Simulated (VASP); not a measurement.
# NiPt4 (P6_3/mmc) in VASP: notebook

Runs on NiPt4. Level: PBE. Tasks: single point.

Everything below comes from runs of VASP 6.6.1. Logs are shortened: lines on timing, memory, paths and dates and some standing lists are left out, and cuts for length are marked.

## Step 1: The cell of the first run

Symmetry: P6_3/mmc, No. 194, hexagonal system. Conventional cell: a = 2.746 Å, b = 2.746 Å, c = 22.799 Å, α = 90.00°, β = 90.00°, γ = 120.00°. Within 3.5 Å of Ni (site symmetry -6m2) lie 6 Pt at 2.63 Å and 6 Ni at 2.75 Å. Within 3.6 Å of Pt (site symmetry 3m) lie 12 Pt at 2.75 to 2.88 Å. Within 3.5 Å of Pt (site symmetry 3m) lie 3 Ni at 2.63 Å and 9 Pt at 2.75 to 2.88 Å.

## Step 2: Single point, PBE, collinear spin, ferromagnetic start

Input file INCAR:

```
PREC = Accurate
ENCUT = 520
EDIFF = 1E-6
ISMEAR = 0
SIGMA = 0.1
LREAL = False
LASPH = True
NELM = 150
ALGO = Normal
ISIF = 2
LWAVE = False
LCHARG = True
ISPIN = 2
MAGMOM = 2 2 0 0 0 0 0 0 0 0
LORBIT = 11
LMAXMIX = 4
GGA = PE
LELF = True
LVHAR = True
NBANDS = 65
```

Input file KPOINTS:

```
regular mesh
0
Gamma
  6 6 1
```

Input file POSCAR:

```
NiPt4
1.0
    2.7456459956      0.0000000000      0.0000000000
   -1.3728229978      2.3777991820      0.0000000000
    0.0000000000      0.0000000000     22.7990912624
Ni Pt
2 8
Direct
    0.3333333333      0.6666666667      0.7500000000
    0.6666666667      0.3333333333      0.2500000000
    0.3333333333      0.6666666667      0.9476055713
    0.3333333333      0.6666666667      0.1579213727
    0.3333333333      0.6666666667      0.3420786273
    0.3333333333      0.6666666667      0.5523944287
    0.6666666667      0.3333333333      0.0523944287
    0.6666666667      0.3333333333      0.4476055713
    0.6666666667      0.3333333333      0.6579213727
    0.6666666667      0.3333333333      0.8420786273
```

Potentials or basis: VASP PAW PBE potentials, release 64 (Ni, Pt).

Command:

```console
cat potpaw_PBE.64/Ni/POTCAR potpaw_PBE.64/Pt/POTCAR > POTCAR
mpirun -np 1 vasp_std > vasp.out
```

OUTCAR:

```text
PREC = Accurate
   ENCUT = 520
   EDIFF = 1E-6
   ISMEAR = 0
   LREAL = False
   LASPH = True
   NELM = 150
   ISIF = 2
   ISPIN = 2
   LORBIT = 11
   GGA = PE

 ion  position               nearest neighbor table
   1  0.333  0.667  0.750-   9 2.63  10 2.63   9 2.63  10 2.63   9 2.63  10 2.63
   2  0.667  0.333  0.250-   4 2.63   5 2.63   4 2.63   5 2.63   4 2.63   5 2.63
   3  0.333  0.667  0.948-   7 2.87   7 2.87   7 2.87  10 2.88  10 2.88  10 2.88
   4  0.333  0.667  0.158-   2 2.63   2 2.63   2 2.63   7 2.88   7 2.88   7 2.88
   5  0.333  0.667  0.342-   2 2.63   2 2.63   2 2.63   8 2.88   8 2.88   8 2.88
   6  0.333  0.667  0.552-   8 2.87   8 2.87   8 2.87   9 2.88   9 2.88   9 2.88
   7  0.667  0.333  0.052-   3 2.87   3 2.87   3 2.87   4 2.88   4 2.88   4 2.88
   8  0.667  0.333  0.448-   6 2.87   6 2.87   6 2.87   5 2.88   5 2.88   5 2.88
   9  0.667  0.333  0.658-   1 2.63   1 2.63   1 2.63   6 2.88   6 2.88   6 2.88
  10  0.667  0.333  0.842-   1 2.63   1 2.63   1 2.63   3 2.88   3 2.88   3 2.88

  LATTYP: Found a hexagonal cell.
 ALAT       =     2.7456459956
 C/A-ratio  =     8.3037257166

  Lattice vectors:

 A1 = (   2.7456459956,   0.0000000000,   0.0000000000)
 A2 = (  -1.3728229978,   2.3777991820,   0.0000000000)
 A3 = (   0.0000000000,   0.0000000000,  22.7990912624)

Analysis of symmetry for initial positions (statically):
=====================================================================
 Subroutine PRICEL returns:
 Original cell was already a primitive cell.

 Routine SETGRP: Setting up the symmetry group for a
 hexagonal supercell.

 Subroutine GETGRP returns: Found 24 space group operations
 (whereof 12 operations were pure point group operations)
 out of a pool of 24 trial point group operations.

The static configuration has the point symmetry D_3d.
 The point group associated with its full space group is D_6h.

Analysis of symmetry for dynamics (positions and initial velocities):
=====================================================================
 Subroutine PRICEL returns:
 Original cell was already a primitive cell.

 Routine SETGRP: Setting up the symmetry group for a
 hexagonal supercell.

 Subroutine GETGRP returns: Found 24 space group operations
 (whereof 12 operations were pure point group operations)
 out of a pool of 24 trial point group operations.

The dynamic configuration has the point symmetry D_3d.
 The point group associated with its full space group is D_6h.

Analysis of structural, dynamic, and magnetic symmetry:
=====================================================================
 Subroutine PRICEL returns:
 Original cell was already a primitive cell.

 Routine SETGRP: Setting up the symmetry group for a
 hexagonal supercell.

 Subroutine GETGRP returns: Found 24 space group operations
 (whereof 12 operations were pure point group operations)
 out of a pool of 24 trial point group operations.

The overall configuration has the point symmetry D_3d.
 The point group associated with its full space group is D_6h.

 Subroutine INISYM returns: Found 24 space group operations
 (whereof 12 operations are pure point group operations),
 and found     1 'primitive' translations

----------------------------------------------------------------------------------------

                                     Primitive cell

  volume of cell :     148.8460

  direct lattice vectors                    reciprocal lattice vectors
     2.745645996  0.000000000  0.000000000     0.364213013  0.210278481  0.000000000
    -1.372822998  2.377799182  0.000000000     0.000000000  0.420556962  0.000000000
     0.000000000  0.000000000 22.799091262     0.000000000  0.000000000  0.043861397

  length of vectors
     2.745645996  2.745645996 22.799091262     0.420556962  0.420556962  0.043861397

  position of ions in fractional coordinates (direct lattice)
     0.333333333  0.666666667  0.750000000
     0.666666667  0.333333333  0.250000000
     0.333333333  0.666666667  0.947605571
     0.333333333  0.666666667  0.157921373
     0.333333333  0.666666667  0.342078627
     0.333333333  0.666666667  0.552394429
[... 61 lines left out ...]
 SYSTEM =  unknown system
   PREC   = accura    normal or accurate (medium, high low for compatibility)
   ISTART =      0    job   : 0-new  1-cont  2-samecut
   ICHARG =      2    charge: 1-file 2-atom 10-const
   ISPIN  =      2    spin polarized calculation?
   LNONCOLLINEAR =      F non collinear calculations
   LSORBIT =      F    spin-orbit coupling
   LASPH  =      T    aspherical Exc in radial PAW
   ENCUT  =  520.0 eV  38.22 Ry    6.18 a.u.   5.11  5.11 42.39*2*pi/ulx,y,z
   NELM   =    150;   NELMIN=  2; NELMDL= -5     # of ELM steps
   EDIFF  = 0.1E-05   stopping-criterion for ELM
   LREAL  =      F    real-space projection
   EDIFFG = 0.1E-04   stopping-criterion for IOM
   NSW    =      0    number of steps for IOM
   IBRION =     -1    ionic relax: 0-MD 1-quasi-New 2-CG
   NFREE  =      0    steps in history (QN), initial steepest desc. (CG)
   ISIF   =      2    stress and relaxation
   ISYM   =      2    0-nonsym 1-usesym 2-fastsym
   POTIM  = 0.5000    time-step for ionic-motion
   TEBEG  =    0.0;   TEEND  =   0.0 temperature during run
   PSTRESS=    0.0 pullay stress
   NELECT =     100.0000    total number of electrons
   NUPDOWN=      -1.0000    fix difference up-down
   EMIN   =  10.00;   EMAX   =-10.00  energy-range for DOS
   EFERMI =   0.00;   METHOD = LEGACY
   ISMEAR =     0;   SIGMA  =   0.10  broadening in eV -4-tet -1-fermi 0-gaus
   EFERMI_NEDOS =   21; number of points for ismear=-14 and -15
   IALGO  =     38    algorithm
   IMIX   =      4    mixing-type and parameters
     AMIX     =   0.40;   BMIX     =  1.00
     AMIX_MAG =   1.60;   BMIX_MAG =  1.00
  volume/ion in A,a.u.               =      14.88       100.45
  Fermi-wavevector in a.u.,A,eV,Ry     =   1.433824  2.709534 27.971542  2.055850
  Thomas-Fermi vector in A             =   2.553300
   LORBIT       =     11    0 simple, 1 ext, 2 COOP (PROOUT), +10 PAW based schemes
   GGA     = PE    functional components
   LHFCALC =     F    Hartree Fock is set to
   AEXX    =    0.0000 exact exchange contribution
   IVDW    =     0    specifies the selected vdW correction
   LEPSILON=     F    determine dielectric tensor
   LRPA    =     F    only Hartree local field effects (RPA)
 spin polarized calculation
 Gauss-broadening in eV      SIGMA  =   0.10
  energy-cutoff  :      520.00
  volume of cell :      148.85
 maximum number of plane-waves:      4027
   NGX = 11   NGY = 11   NGZ = 85

 number of electron      99.9999999 magnetization       3.1216221

 number of electron     100.0000001 magnetization       2.6509907

 Free energy of the ion-electron system (eV)
  ---------------------------------------------------
  ext. energy  EPLUGINS =         0.00000000
  ---------------------------------------------------
  free energy    TOTEN  =       -60.02251249 eV

  energy without entropy =      -59.95848622  energy(sigma->0) =      -59.99049936

 E-fermi :  10.1703     XC(G=0): -13.1778

 val. band max:       10.1623389019   @ k =   0.0000   0.0000   0.0000
 cond. band min:      10.1711652014   @ k =   0.5000   0.0000   0.0000
 fundamental gap:      0.0088262994
 Fermi energy:        10.1702748372

 spin component 1

 k-point     1 :       0.0000    0.0000    0.0000
  band No.  band energies     occupation
      1       0.5343      1.00000
      2       0.7659      1.00000
      3       1.0096      1.00000
      4       1.5810      1.00000
      5       2.0307      1.00000
      6       2.5063      1.00000
[... 444 lines left out ...]
     61      15.9564      0.00000
     62      15.9564      0.00000
 Fermi energy:        10.1702748372

 spin component 2

 k-point     1 :       0.0000    0.0000    0.0000
  band No.  band energies     occupation
      1       0.5462      1.00000
      2       0.7756      1.00000
      3       1.0245      1.00000
      4       1.5939      1.00000
      5       2.0452      1.00000
      6       2.5266      1.00000
[... 444 lines left out ...]
     61      16.0409      0.00000
     62      16.0409      0.00000
 [bands above 62 left out]

------------------------ aborting loop because EDIFF is reached ----------------------------------------

  FORCE on cell =-STRESS in cart. coord.  units (eV):
  Direction    XX          YY          ZZ          XY          YZ          ZX
  --------------------------------------------------------------------------------------
  -------------------------------------------------------------------------------------
  Total       -0.5394549     -0.5394549     -0.1197546      0.0000000      0.0000000     -0.0000000
  in kB       -5.8066878     -5.8066878     -1.2890371      0.0000000      0.0000000     -0.0000000
  external PRESSURE =      -4.3008043 kB  Pullay stress =       0.0000000 kB

 VOLUME and BASIS-vectors are now :
 -----------------------------------------------------------------------------
  energy-cutoff  :      520.00
  volume of cell :      148.85
      direct lattice vectors                 reciprocal lattice vectors
     2.745645996  0.000000000  0.000000000     0.364213013  0.210278481  0.000000000
    -1.372822998  2.377799182  0.000000000     0.000000000  0.420556962  0.000000000
     0.000000000  0.000000000 22.799091262     0.000000000  0.000000000  0.043861397

 POSITION                                       TOTAL-FORCE (eV/Angst)
 -----------------------------------------------------------------------------------
     -0.00000      1.58520     17.09932        -0.000000      0.000000      0.000000
      1.37282      0.79260      5.69977         0.000000     -0.000000      0.000000
     -0.00000      1.58520     21.60455        -0.000000      0.000000     -0.002545
     -0.00000      1.58520      3.60046        -0.000000      0.000000      0.003404
     -0.00000      1.58520      7.79908        -0.000000     -0.000000     -0.003404
     -0.00000      1.58520     12.59409        -0.000000     -0.000000      0.002545
      1.37282      0.79260      1.19455        -0.000000     -0.000000      0.002545
      1.37282      0.79260     10.20500        -0.000000      0.000000     -0.002545
      1.37282      0.79260     15.00001        -0.000000      0.000000      0.003404
      1.37282      0.79260     19.19863        -0.000000      0.000000     -0.003404
 -----------------------------------------------------------------------------------
    total drift:                               -0.000000      0.000000     -0.000000

  FREE ENERGIE OF THE ION-ELECTRON SYSTEM (eV)
  ---------------------------------------------------
  free  energy   TOTEN  =       -60.0225124937 eV

  energy  without entropy=      -59.9584862244  energy(sigma->0) =      -59.99049936

 total charge

# of ion       s       p       d       tot
------------------------------------------
    1        0.417   0.411   8.280   9.107
    2        0.417   0.411   8.280   9.107
    3        0.626   0.565   8.036   9.227
    4        0.660   0.594   8.022   9.276
    5        0.660   0.594   8.022   9.276
    6        0.626   0.565   8.036   9.227
    7        0.626   0.565   8.036   9.227
    8        0.626   0.565   8.036   9.227
    9        0.660   0.594   8.022   9.276
   10        0.660   0.594   8.022   9.276
--------------------------------------------------
tot          5.979   5.458  80.788  92.225

 magnetization (x)

# of ion       s       p       d       tot
------------------------------------------
    1       -0.000  -0.006   0.864   0.858
    2       -0.000  -0.006   0.864   0.858
    3       -0.002  -0.003   0.075   0.070
    4       -0.001  -0.009   0.180   0.170
    5       -0.001  -0.009   0.180   0.170
    6       -0.002  -0.003   0.075   0.070
    7       -0.002  -0.003   0.075   0.070
    8       -0.002  -0.003   0.075   0.070
    9       -0.001  -0.009   0.180   0.170
   10       -0.001  -0.009   0.180   0.170
--------------------------------------------------
tot         -0.012  -0.060   2.749   2.678
```

Wall time 6.1 min (1 thread of AMD EPYC 7R13, shared host); peak memory 0.37 GiB.

What came out:

* Free energy: -60.0225 eV
* Pressure: -0.4 GPa
* Largest force: 0.003 eV/Å
* Net moment: 2.65 μB per cell
* Site moments: Ni +0.86; Pt +0.07, +0.17 μB
* Valence electrons inside the program's atomic spheres: Ni 9.11; Pt 9.23, 9.28

Forces in eV/Å, atoms in the order of the input:
```
Ni   0.000  0.000  0.000
Ni   0.000  0.000  0.000
Pt   0.000  0.000 -0.003
Pt   0.000  0.000  0.003
Pt   0.000  0.000 -0.003
Pt   0.000  0.000  0.003
Pt   0.000  0.000  0.003
Pt   0.000  0.000 -0.003
Pt   0.000  0.000  0.003
Pt   0.000  0.000 -0.003
```

Stress tensor (GPa, compression positive):
```
-0.58  0.00  0.00
 0.00 -0.58  0.00
 0.00  0.00 -0.13
```

Levels at points of the mesh, in eV from the Fermi level:
Spin up:
```
           k point  band 53  band 54  band 55  band 56  band 57  band 58
(0.00, 0.00, 0.00)    -0.58    -0.57    -0.57    -0.31    -0.30    -0.30
(0.50, 0.00, 0.00)     0.90     1.73     1.84     2.36     2.43     3.21
```
Spin down:
```csv
k point,band 49,band 50,band 51,band 52,band 53,band 54,band 55,band 56
"(0.00, 0.00, 0.00)",-0.68,-0.32,-0.32,-0.30,-0.30,-0.30,-0.12,-0.12
"(0.50, 0.00, 0.00)",0.66,0.66,0.87,0.98,1.21,1.77,1.99,2.45
```

Caveat: the k points lie up to 0.44 Å⁻¹ apart; spin-orbit coupling is left out, which moves the levels of the heavy elements.

## Step 3: Single point, PBE, collinear spin, ferromagnetic start

This run uses another cell than the first one, of the same volume but with other edges.

Input file INCAR:

```
SYSTEM = NiPt4
  PREC = Accurate
  ENCUT = 520
  EDIFF = 1E-7
  ISMEAR = 0
  SIGMA = 0.1
  LREAL = .FALSE.
  LASPH = .TRUE.
  NELM = 150
  ALGO = Fast
  ISIF = 2
  LWAVE = .FALSE.
  LCHARG = .FALSE.
  ISPIN = 2
  MAGMOM = 2 2 0 0 0 0 0 0 0 0
  LORBIT = 11
  LMAXMIX = 4
  GGA = PE
  NBANDS = 65
```

Input file KPOINTS:

```
Automatic mesh
0
G
  6 6 1
  0 0 0
```

Input file POSCAR:

```
NiPt4
1.0
    2.7840402800      0.0000000000      0.0000000000
   -1.3920201400      2.4110496100      0.0000000000
    0.0000000000      0.0000000000     22.1835600400
Ni Pt
2 8
Direct
    0.3333333300      0.6666666700      0.7500000000
    0.6666666700      0.3333333300      0.2500000000
    0.3333333300      0.6666666700      0.9500000000
    0.3333333300      0.6666666700      0.1500000000
    0.3333333300      0.6666666700      0.3500000000
    0.3333333300      0.6666666700      0.5500000000
    0.6666666700      0.3333333300      0.0500000000
    0.6666666700      0.3333333300      0.4500000000
    0.6666666700      0.3333333300      0.6500000000
    0.6666666700      0.3333333300      0.8500000000
```

Potentials or basis: VASP PAW PBE potentials, release 64 (Ni, Pt).

Command:

```console
cat potpaw_PBE.64/Ni/POTCAR potpaw_PBE.64/Pt/POTCAR > POTCAR
mpirun -np 1 vasp_std > vasp.out
```

OUTCAR:

```text
SYSTEM = NiPt4
   PREC = Accurate
   ENCUT = 520
   EDIFF = 1E-7
   ISMEAR = 0
   LREAL = .FALSE.
   LASPH = .TRUE.
   NELM = 150
   ISIF = 2
   ISPIN = 2
   LORBIT = 11
   GGA = PE

 ion  position               nearest neighbor table
   1  0.333  0.667  0.750-   9 2.74  10 2.74   9 2.74  10 2.74   9 2.74  10 2.74
   2  0.667  0.333  0.250-   4 2.74   5 2.74   4 2.74   5 2.74   4 2.74   5 2.74
   3  0.333  0.667  0.950-   7 2.74  10 2.74   7 2.74  10 2.74   7 2.74  10 2.74
   4  0.333  0.667  0.150-   2 2.74   7 2.74   2 2.74   7 2.74   2 2.74   7 2.74
   5  0.333  0.667  0.350-   2 2.74   8 2.74   2 2.74   8 2.74   2 2.74   8 2.74
   6  0.333  0.667  0.550-   8 2.74   9 2.74   8 2.74   9 2.74   8 2.74   9 2.74
   7  0.667  0.333  0.050-   3 2.74   4 2.74   3 2.74   4 2.74   3 2.74   4 2.74
   8  0.667  0.333  0.450-   6 2.74   5 2.74   6 2.74   5 2.74   6 2.74   5 2.74
   9  0.667  0.333  0.650-   1 2.74   6 2.74   1 2.74   6 2.74   1 2.74   6 2.74
  10  0.667  0.333  0.850-   1 2.74   3 2.74   1 2.74   3 2.74   1 2.74   3 2.74

  LATTYP: Found a hexagonal cell.
 ALAT       =     2.7840402800
 C/A-ratio  =     7.9681174872

  Lattice vectors:

 A1 = (   2.7840402800,   0.0000000000,   0.0000000000)
 A2 = (  -1.3920201400,   2.4110496100,   0.0000000000)
 A3 = (   0.0000000000,   0.0000000000,  22.1835600400)

Analysis of symmetry for initial positions (statically):
[... 1132 lines left out ...]
     0.000000000  0.000000000 22.183560040     0.000000000  0.000000000  0.045078427

 POSITION                                       TOTAL-FORCE (eV/Angst)
 -----------------------------------------------------------------------------------
     -0.00000      1.60737     16.63767        -0.000000     -0.000000     -0.000000
      1.39202      0.80368      5.54589         0.000000      0.000000     -0.000000
     -0.00000      1.60737     21.07438        -0.000000     -0.000000     -0.038480
     -0.00000      1.60737      3.32753        -0.000000     -0.000000      1.823745
     -0.00000      1.60737      7.76425        -0.000000     -0.000000     -1.823745
     -0.00000      1.60737     12.20096        -0.000000     -0.000000      0.038480
      1.39202      0.80368      1.10918         0.000000      0.000000      0.038480
      1.39202      0.80368      9.98260         0.000000     -0.000000     -0.038480
      1.39202      0.80368     14.41931        -0.000000      0.000000      1.823745
      1.39202      0.80368     18.85603         0.000000      0.000000     -1.823745
 -----------------------------------------------------------------------------------
    total drift:                               -0.000004      0.000003     -0.000001

  FREE ENERGIE OF THE ION-ELECTRON SYSTEM (eV)
  ---------------------------------------------------
  free  energy   TOTEN  =       -59.1828530435 eV

  energy  without entropy=      -59.0982993572  energy(sigma->0) =      -59.14057620

 total charge

# of ion       s       p       d       tot
------------------------------------------
    1        0.384   0.341   8.260   8.985
    2        0.384   0.341   8.260   8.985
    3        0.647   0.622   8.065   9.334
    4        0.648   0.585   8.021   9.254
    5        0.648   0.585   8.021   9.254
    6        0.647   0.622   8.065   9.334
    7        0.647   0.622   8.065   9.334
    8        0.647   0.622   8.065   9.334
    9        0.648   0.585   8.021   9.254
   10        0.648   0.585   8.021   9.254
--------------------------------------------------
tot          5.947   5.512  80.864  92.323

 magnetization (x)

# of ion       s       p       d       tot
------------------------------------------
    1       -0.001  -0.007   0.860   0.852
    2       -0.001  -0.007   0.860   0.852
    3       -0.002  -0.005   0.162   0.156
    4       -0.001  -0.009   0.183   0.173
    5       -0.001  -0.009   0.183   0.173
    6       -0.002  -0.005   0.162   0.156
    7       -0.002  -0.005   0.162   0.156
    8       -0.002  -0.005   0.162   0.156
    9       -0.001  -0.009   0.183   0.173
   10       -0.001  -0.009   0.183   0.173
--------------------------------------------------
tot         -0.013  -0.070   3.101   3.018
```

stdout:

```text
POSCAR found type information on POSCAR NiPt
 POSCAR found :  2 types and      10 ions
 scaLAPACK will be used
 LDA part: xc-table for (Slater+PW92), standard interpolation
 POSCAR, INCAR and KPOINTS ok, starting setup
 FFT: planning ... GRIDC
 FFT: planning ... GRID_SOFT
 FFT: planning ... GRID
 WAVECAR not read
 entering main loop
```

Wall time 9.1 min (1 thread of AMD EPYC 7R13, shared host); peak memory 0.43 GiB.

What came out:

```yaml
Free_energy: -59.1829 eV
Pressure: 2.5 GPa
Largest_force: 1.824 eV/Å
Net_moment: 2.98 μB per cell
Site_moments: Ni +0.85; Pt +0.16, +0.17 μB
Valence_electrons_inside_the_program's_atomic_spheres: Ni 8.98; Pt 9.33, 9.25
```

Forces on the atoms (eV/Å):
```
Ni   0.000  0.000  0.000
Ni   0.000  0.000  0.000
Pt   0.000  0.000 -0.038
Pt   0.000  0.000  1.824
Pt   0.000  0.000 -1.824
Pt   0.000  0.000  0.038
Pt   0.000  0.000  0.038
Pt   0.000  0.000 -0.038
Pt   0.000  0.000  1.824
Pt   0.000  0.000 -1.824
```

Caveat: the k points lie up to 0.43 Å⁻¹ apart; spin-orbit coupling is left out, which moves the levels of the heavy elements; forces of over 1 eV/Å act on the atoms, so gaps and moduli don't describe the material at rest.
